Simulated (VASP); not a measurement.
# GeB2C3 (R-3m) in VASP: notebook

Runs on GeB2C3. Level: PBE. Tasks: relaxation of cell and atoms, single point.

Program: VASP 6.6.1. These are calculated values, not measurements. Logs are shortened: lines on timing, memory, paths and dates and some standing lists are left out, and cuts for length are marked.

### 1 The cell of the first run

Symmetry: R-3m, No. 166, trigonal system. Conventional cell: a = 4.899 Å, b = 4.899 Å, c = 11.820 Å, α = 90.00°, β = 90.00°, γ = 120.00°. Ge (site symmetry -3m) has 6 C at 2.42 Å and 6 B at 2.86 Å within 3.2 Å. Within 3.7 Å of B (site symmetry 3m) lie 9 C at 2.80 to 2.88 Å and 3 Ge at 2.86 Å and 4 B at 2.97 to 3.05 Å. Within 3.2 Å of C (site symmetry 2/m) lie 2 Ge at 2.42 Å and 4 C at 2.45 Å and 6 B at 2.80 to 2.88 Å.

The cell was generated, and may not be a known phase.

### 2 Relaxation of cell and atoms, PBE

File INCAR:

```
SYSTEM = GeB2C3
  ALGO = Normal
  EDIFF = 1E-6
  EDIFFG = -0.04
  ENCUT = 600
  GGA = PE
  IBRION = 2
  ISIF = 3
  ISMEAR = 0
  LASPH = .TRUE.
  LCHARG = .FALSE.
  LREAL = .FALSE.
  LWAVE = .FALSE.
  NELM = 80
  NSW = 90
  PREC = Accurate
  SIGMA = 0.1
```

File KPOINTS:

```
k-points
0
G
  6 6 6
  0 0 0
```

File POSCAR:

```
GeB2C3
1.0
    2.4493080300      1.4141086500      3.9398499600
   -2.4493080300      1.4141086500      3.9398499600
    0.0000000000     -2.8282173100      3.9398499600
Ge B C
1 2 3
Direct
    0.0000000000      0.0000000000      0.0000000000
    0.6289240100      0.6289240100      0.6289240100
    0.3710759900      0.3710759900      0.3710759900
    0.0000000000      0.5000000000      0.0000000000
    0.5000000000      0.0000000000      0.0000000000
    0.0000000000      0.0000000000      0.5000000000
```

Potentials or basis: VASP PAW PBE potentials, release 64 (Ge_d, B, C).

Command:

```bash
> cat potpaw_PBE.64/Ge_d/POTCAR potpaw_PBE.64/B/POTCAR potpaw_PBE.64/C/POTCAR > POTCAR
> mpirun -np 1 vasp_std > vasp.out
```

OUTCAR:

```text
SYSTEM = GeB2C3
   EDIFF = 1E-6
   EDIFFG = -0.04
   ENCUT = 600
   GGA = PE
   IBRION = 2
   ISIF = 3
   ISMEAR = 0
   LASPH = .TRUE.
   LREAL = .FALSE.
   NELM = 80
   NSW = 90
   PREC = Accurate

 ion  position               nearest neighbor table
   1  0.000  0.000  0.000-   4 2.42   5 2.42   4 2.42   5 2.42   6 2.42   6 2.42
   2  0.629  0.629  0.629-
   3  0.371  0.371  0.371-
   4  0.000  0.500  0.000-   1 2.42   1 2.42
   5  0.500  0.000  0.000-   1 2.42   1 2.42
   6  0.000  0.000  0.500-   1 2.42   1 2.42

  LATTYP: Found a trigonal (rhomboedric) cell.
 ALAT       =     4.8498691536
 COS(alpha) =     0.4898983072

  Lattice vectors:

 A1 = (   2.4493080300,   1.4141086500,   3.9398499600)
 A2 = (  -2.4493080300,   1.4141086500,   3.9398499600)
 A3 = (   0.0000000000,  -2.8282173100,   3.9398499600)

Analysis of symmetry for initial positions (statically):
=====================================================================
 Subroutine PRICEL returns:
 Original cell was already a primitive cell.

 Routine SETGRP: Setting up the symmetry group for a
 trigonal (rhombohedral) supercell.

 Subroutine GETGRP returns: Found 12 space group operations
 (whereof 12 operations were pure point group operations)
 out of a pool of 12 trial point group operations.

The static configuration has the point symmetry D_3d.

Analysis of symmetry for dynamics (positions and initial velocities):
=====================================================================
 Subroutine PRICEL returns:
 Original cell was already a primitive cell.

 Routine SETGRP: Setting up the symmetry group for a
 trigonal (rhombohedral) supercell.

 Subroutine GETGRP returns: Found 12 space group operations
 (whereof 12 operations were pure point group operations)
 out of a pool of 12 trial point group operations.

The dynamic configuration has the point symmetry D_3d.

 Subroutine INISYM returns: Found 12 space group operations
 (whereof 12 operations are pure point group operations),
 and found     1 'primitive' translations

----------------------------------------------------------------------------------------

                                     Primitive cell

  volume of cell :      81.8761

  direct lattice vectors                    reciprocal lattice vectors
     2.449308030  1.414108650  3.939849960     0.204139289  0.117859873  0.084605591
    -2.449308030  1.414108650  3.939849960    -0.204139289  0.117859873  0.084605591
     0.000000000 -2.828217310  3.939849960     0.000000000 -0.235719747  0.084605591

  length of vectors
     4.849869154  4.849869154  4.849869159     0.250443417  0.250443417  0.250443416

  position of ions in fractional coordinates (direct lattice)
     0.000000000  0.000000000  0.000000000
     0.628924010  0.628924010  0.628924010
     0.371075990  0.371075990  0.371075990
     0.000000000  0.500000000  0.000000000
     0.500000000  0.000000000  0.000000000
     0.000000000  0.000000000  0.500000000

  ion indices of the primitive-cell ions
   primitive index   ion index
                 1           1
                 2           2
                 3           3
                 4           4
                 5           5
                 6           6

----------------------------------------------------------------------------------------

 KPOINTS: k-points

Automatic generation of k-mesh.
 Grid dimensions read from file:
 generate k-points for:    6    6    6

 Generating k-lattice:

  Cartesian coordinates                     Fractional coordinates (reciprocal lattice)
     0.034023215  0.019643312  0.014100932     0.166666667  0.000000000  0.000000000
    -0.034023215  0.019643312  0.014100932     0.000000000  0.166666667  0.000000000
     0.000000000 -0.039286624  0.014100932    -0.000000000 -0.000000000  0.166666667

  Length of vectors
     0.041740569  0.041740569  0.041740569

  Shift w.r.t. Gamma in fractional coordinates (k-lattice)
     0.000000000  0.000000000  0.000000000

 Subroutine IBZKPT returns following result:
 ===========================================

 Found     32 irreducible k-points:

 Following reciprocal coordinates:
            Coordinates               Weight
  0.000000  0.000000  0.000000      1.000000
  0.166667 -0.000000 -0.000000      6.000000
  0.333333  0.000000  0.000000      6.000000
  0.500000 -0.000000 -0.000000      3.000000
  0.166667  0.166667 -0.000000      6.000000
  0.333333  0.166667 -0.000000     12.000000
[... 16 lines left out ...]
  0.500000  0.500000  0.166667      6.000000
 -0.333333  0.500000  0.166667     12.000000
 [... further k-points ...]
   k-points           NKPTS =     32   k-points in BZ     NKDIM =     32   number of bands    NBANDS=     20
   number of dos      NEDOS =    301   number of ions     NIONS =      6
   total plane-waves  NPLWV =  64000
   dimension x,y,z NGX =    40 NGY =   40 NGZ =   40
   dimension x,y,z NGXF=    80 NGYF=   80 NGZF=   80
   ions per type =               1   2   3
   NGX,Y,Z   is equivalent  to a cutoff of  13.71, 13.71, 13.71 a.u.
   NGXF,Y,Z  is equivalent  to a cutoff of  27.42, 27.42, 27.42 a.u.
 SYSTEM =  GeB2C3
   PREC   = accura    normal or accurate (medium, high low for compatibility)
   ISTART =      0    job   : 0-new  1-cont  2-samecut
   ICHARG =      2    charge: 1-file 2-atom 10-const
   ISPIN  =      1    spin polarized calculation?
   LNONCOLLINEAR =      F non collinear calculations
   LSORBIT =      F    spin-orbit coupling
   LASPH  =      T    aspherical Exc in radial PAW
   ENCUT  =  600.0 eV  44.10 Ry    6.64 a.u.   9.69  9.69  9.69*2*pi/ulx,y,z
   NELM   =     80;   NELMIN=  2; NELMDL= -5     # of ELM steps
   EDIFF  = 0.1E-05   stopping-criterion for ELM
   LREAL  =      F    real-space projection
   EDIFFG = -.4E-01   stopping-criterion for IOM
   NSW    =     90    number of steps for IOM
   IBRION =      2    ionic relax: 0-MD 1-quasi-New 2-CG
   NFREE  =      1    steps in history (QN), initial steepest desc. (CG)
   ISIF   =      3    stress and relaxation
   ISYM   =      2    0-nonsym 1-usesym 2-fastsym
   POTIM  = 0.5000    time-step for ionic-motion
   TEBEG  =    0.0;   TEEND  =   0.0 temperature during run
   PSTRESS=    0.0 pullay stress
   NELECT =      32.0000    total number of electrons
   NUPDOWN=      -1.0000    fix difference up-down
   EMIN   =  10.00;   EMAX   =-10.00  energy-range for DOS
   EFERMI =   0.00;   METHOD = LEGACY
   ISMEAR =     0;   SIGMA  =   0.10  broadening in eV -4-tet -1-fermi 0-gaus
   EFERMI_NEDOS =   21; number of points for ismear=-14 and -15
   IALGO  =     38    algorithm
   IMIX   =      4    mixing-type and parameters
     AMIX     =   0.40;   BMIX     =  1.00
     AMIX_MAG =   1.60;   BMIX_MAG =  1.00
  volume/ion in A,a.u.               =      13.65        92.09
  Fermi-wavevector in a.u.,A,eV,Ry     =   1.196940  2.261889 19.492602  1.432666
  Thomas-Fermi vector in A             =   2.332868
   LORBIT       =      0    0 simple, 1 ext, 2 COOP (PROOUT), +10 PAW based schemes
   GGA     = PE    functional components
   LHFCALC =     F    Hartree Fock is set to
   AEXX    =    0.0000 exact exchange contribution
   IVDW    =     0    specifies the selected vdW correction
   LEPSILON=     F    determine dielectric tensor
   LRPA    =     F    only Hartree local field effects (RPA)
 conjugate gradient relaxation of ions
 non-spin polarized calculation
 Gauss-broadening in eV      SIGMA  =   0.10
  energy-cutoff  :      600.00
  volume of cell :       81.88
 maximum number of plane-waves:      2750
   NGX = 19   NGY = 19   NGZ = 19

--------------------------------------- Ionic step        1  -------------------------------------------

 number of electron      31.9999997 magnetization

 Free energy of the ion-electron system (eV)
  ---------------------------------------------------
  ext. energy  EPLUGINS =         0.00000000
  ---------------------------------------------------
  free energy    TOTEN  =       -23.97222236 eV

  energy without entropy =      -23.94957968  energy(sigma->0) =      -23.96090102

 E-fermi :   3.1453     XC(G=0): -10.3284

 val. band max:        3.1403492207   @ k =  -0.3333   0.5000   0.1667
 cond. band min:       3.2068043545   @ k =  -0.3333  -0.3333   0.1667
 fundamental gap:      0.0664551339
 Fermi energy:         3.1452860201

 k-point     1 :       0.0000    0.0000    0.0000
  band No.  band energies     occupation
      1     -21.4470      2.00000
      2     -21.4470      2.00000
      3     -21.4282      2.00000
      4     -21.4282      2.00000
      5     -21.4234      2.00000
      6      -9.9783      2.00000
[... 12 lines left out ...]
     19       3.0251      1.91085
[... 513 lines left out ...]
      4     -21.4274      2.00000
      5     -21.4228      2.00000
      6      -7.8089      2.00000
[... 12 lines left out ...]
     19       4.7312      0.00000
     20       5.3379      0.00000

 [... further k-points ...]

------------------------ aborting loop because EDIFF is reached ----------------------------------------

  FORCE on cell =-STRESS in cart. coord.  units (eV):
  Direction    XX          YY          ZZ          XY          YZ          ZX
  --------------------------------------------------------------------------------------
  -------------------------------------------------------------------------------------
  Total       -9.6805746     -9.6805746    -11.4240567      0.0000000      0.0000000     -0.0000000
  in kB     -189.4325470   -189.4325478   -223.5495571      0.0000000      0.0000002     -0.0000000
  external PRESSURE =    -200.8048839 kB  Pullay stress =       0.0000000 kB
[... 101 lines left out ...]
  FREE ENERGIE OF THE ION-ELECTRON SYSTEM (eV)
  ---------------------------------------------------
  free  energy   TOTEN  =       -26.2085518093 eV

  energy  without entropy=      -26.2000944127  energy(sigma->0) =      -26.20432311

 E-fermi :  11.5256     XC(G=0): -13.3330

 val. band max:       11.4062334995   @ k =   0.3333   0.3333   0.0000
 cond. band min:      11.5459725064   @ k =   0.5000   0.5000  -0.0000
 fundamental gap:      0.1397390069
 Fermi energy:        11.5256131336

 k-point     1 :       0.0000    0.0000    0.0000
  band No.  band energies     occupation
      1     -17.6428      2.00000
      2     -16.8123      2.00000
      3     -16.8123      2.00000
      4     -16.0305      2.00000
      5     -16.0305      2.00000
      6     -10.6930      2.00000
[... 12 lines left out ...]
     19      14.2691      0.00000
[... 513 lines left out ...]
      4     -16.0626      2.00000
      5     -16.0429      2.00000
      6      -8.4145      2.00000
[... 12 lines left out ...]
     19      14.9256      0.00000
     20      15.5329      0.00000

 [... further k-points ...]

[... ionic steps 4 to 23 ...]

--------------------------------------- Ionic step       24  -------------------------------------------

 number of electron      31.9999995 magnetization

------------------------ aborting loop because EDIFF is reached ----------------------------------------

  FORCE on cell =-STRESS in cart. coord.  units (eV):
  Direction    XX          YY          ZZ          XY          YZ          ZX
  --------------------------------------------------------------------------------------
  -------------------------------------------------------------------------------------
  Total        0.2175181      0.2175181     -0.2755440      0.0000000      0.0000000     -0.0000000
  in kB        6.0456580      6.0456580     -7.6584199      0.0000000      0.0000000     -0.0000000
  external PRESSURE =       1.4776320 kB  Pullay stress =       0.0000000 kB
[... 65 lines left out ...]
  energy  without entropy=      -31.0113480392  energy(sigma->0) =      -31.01463131

--------------------------------------- Ionic step       26  -------------------------------------------

 number of electron      31.9999996 magnetization

 Free energy of the ion-electron system (eV)
  ---------------------------------------------------
  ext. energy  EPLUGINS =         0.00000000
  ---------------------------------------------------
  free energy    TOTEN  =       -31.01832811 eV

  energy without entropy =      -31.01208221  energy(sigma->0) =      -31.01520516

 E-fermi :   5.8741     XC(G=0): -11.5304

 val. band max:        5.8251712480   @ k =  -0.3333   0.5000   0.1667
 cond. band min:       5.9389368092   @ k =   0.3333   0.1667  -0.0000
 fundamental gap:      0.1137655612
 Fermi energy:         5.8741190925

 k-point     1 :       0.0000    0.0000    0.0000
  band No.  band energies     occupation
      1     -18.8451      2.00000
      2     -18.8451      2.00000
      3     -18.8018      2.00000
      4     -18.6139      2.00000
      5     -18.6139      2.00000
      6     -10.7324      2.00000
[... 12 lines left out ...]
     19       7.5454      0.00000
[... 513 lines left out ...]
      4     -18.6240      2.00000
      5     -18.6202      2.00000
      6      -8.7214      2.00000
[... 12 lines left out ...]
     19       8.4754      0.00000
     20       9.6543      0.00000

 [... further k-points ...]

------------------------ aborting loop because EDIFF is reached ----------------------------------------

  FORCE on cell =-STRESS in cart. coord.  units (eV):
  Direction    XX          YY          ZZ          XY          YZ          ZX
  --------------------------------------------------------------------------------------
  -------------------------------------------------------------------------------------
  Total       -0.0553426     -0.0553426     -0.1169689     -0.0000000      0.0000000      0.0000000
  in kB       -1.5358704     -1.5358704     -3.2461265     -0.0000000      0.0000000      0.0000000
  external PRESSURE =      -2.1059558 kB  Pullay stress =       0.0000000 kB
[... 21 lines left out ...]
  FREE ENERGIE OF THE ION-ELECTRON SYSTEM (eV)
  ---------------------------------------------------
  free  energy   TOTEN  =       -31.0183281066 eV

  energy  without entropy=      -31.0120822065  energy(sigma->0) =      -31.01520516

 reached required accuracy - stopping structural energy minimisation
```

It took 19 min on 1 thread of Intel Xeon 6975P-C (Granite Rapids), shared host; peak memory 0.3 GiB.

Results:

| Quantity | Value |
| --- | --- |
| Free energy | -31.0183 eV |
| Relaxed volume | 9.62 Å³/atom |
| Relaxed cell | a = 3.886 Å, b = 3.886 Å, c = 3.886 Å, α = 95.69°, β = 95.69°, γ = 95.69° |
| Space group after relaxing (to 0.1 Å) | R-3m (No. 166) |
| Pressure after relaxing | -0.2 GPa |
| Band gap on the k mesh | zero (bands 16 and 17 overlap by 2.96 eV) |

Forces on the atoms (eV/Å):
```
Ge   0.000  0.000  0.000
B    0.000  0.000 -0.002
B    0.000  0.000  0.002
C    0.000  0.000  0.000
C    0.000  0.000  0.000
C    0.000  0.000  0.000
```

Stress tensor (GPa, compression positive):
```
-0.15  0.00  0.00
 0.00 -0.15  0.00
 0.00  0.00 -0.32
```

Final structure:
```cif
data_structure
_symmetry_space_group_name_H-M 'P 1'
_symmetry_Int_Tables_number 1
_cell_length_a 3.8855
_cell_length_b 3.8855
_cell_length_c 3.8855
_cell_angle_alpha 95.691
_cell_angle_beta 95.691
_cell_angle_gamma 95.691
_cell_volume 57.73
loop_
_atom_site_label
_atom_site_type_symbol
_atom_site_fract_x
_atom_site_fract_y
_atom_site_fract_z
_atom_site_occupancy
Ge1 Ge 0.00000 0.00000 0.00000 1
B1 B 0.64922 0.64922 0.64922 1
B2 B 0.35078 0.35078 0.35078 1
C1 C 0.00000 0.50000 0.00000 1
C2 C 0.50000 0.00000 0.00000 1
C3 C 0.00000 0.00000 0.50000 1
```

Caveat: the volume moved by over 15 % at a fixed basis, so the end points are rough.

### 3 Single point, PBE

This run uses another cell than the first one, of 15.92 Å³/atom.

File INCAR:

```
SYSTEM = GeB2C3
PREC = Accurate
ENCUT = 520
EDIFF = 1E-6
ISMEAR = 0
SIGMA = 0.1
LREAL = .FALSE.
LASPH = .TRUE.
NELM = 100
ALGO = Normal
ISIF = 2
LWAVE = .FALSE.
LCHARG = .FALSE.
GGA = PE
NBANDS = 25
```

File KPOINTS:

```
Automatic mesh
0
G
  12 12 12
  0 0 0
```

File POSCAR:

```
GeB2C3
1.0
    2.5248981294      1.4577506147      4.3260329696
   -2.5248981294      1.4577506147      4.3260329696
    0.0000000000     -2.9155012294      4.3260329696
Ge B C
1 2 3
Direct
    0.0000000000      0.0000000000      0.0000000000
    0.8080356601      0.8080356601      0.8080356601
    0.1919643399      0.1919643399      0.1919643399
    0.0000000000      0.5000000000      0.0000000000
    0.5000000000      0.0000000000      0.0000000000
    0.0000000000      0.0000000000      0.5000000000
```

Potentials or basis: VASP PAW PBE potentials, release 64 (Ge_d, B, C).

Command:

```bash
> cat potpaw_PBE.64/Ge_d/POTCAR potpaw_PBE.64/B/POTCAR potpaw_PBE.64/C/POTCAR > POTCAR
> mpirun -np 1 vasp_std > vasp.out
```

It took 4.6 min on 1 thread of Intel Xeon 6975P-C (Granite Rapids), shared host; peak memory 0.54 GiB.

It converged, with:

- Free energy: -37.6311 eV
- Pressure: 0.1 GPa
- Largest force: 0.008 eV/Å
- Band gap on the k mesh: zero (bands 16 and 17 overlap by 0.87 eV)

Forces in eV/Å, atoms in the order of the input:
```
Ge   0.000  0.000  0.000
B    0.000  0.000 -0.008
B    0.000  0.000  0.008
C    0.000  0.000  0.000
C    0.000  0.000  0.000
C    0.000  0.000  0.000
```

Levels at points of the mesh, in eV from the Fermi level:
| k point | band 14 | band 15 | band 16 | band 17 | band 18 | band 19 |
| --- | --- | --- | --- | --- | --- | --- |
| (0.00, 0.00, 0.00) | -2.04 | -2.04 | 0.28 | 0.79 | 0.79 | 3.05 |
| (0.50, 0.00, 0.00) | -2.02 | -1.34 | -1.15 | -0.22 | 1.44 | 1.99 |
| (0.50, 0.50, 0.00) | -1.26 | -1.13 | -0.27 | -0.24 | 1.31 | 1.77 |
| (0.50, 0.50, 0.50) | -0.62 | -0.62 | 0.06 | 0.83 | 0.83 | 1.72 |

The gap in the log of VASP goes by the Fermi energy; the results here count the filled bands.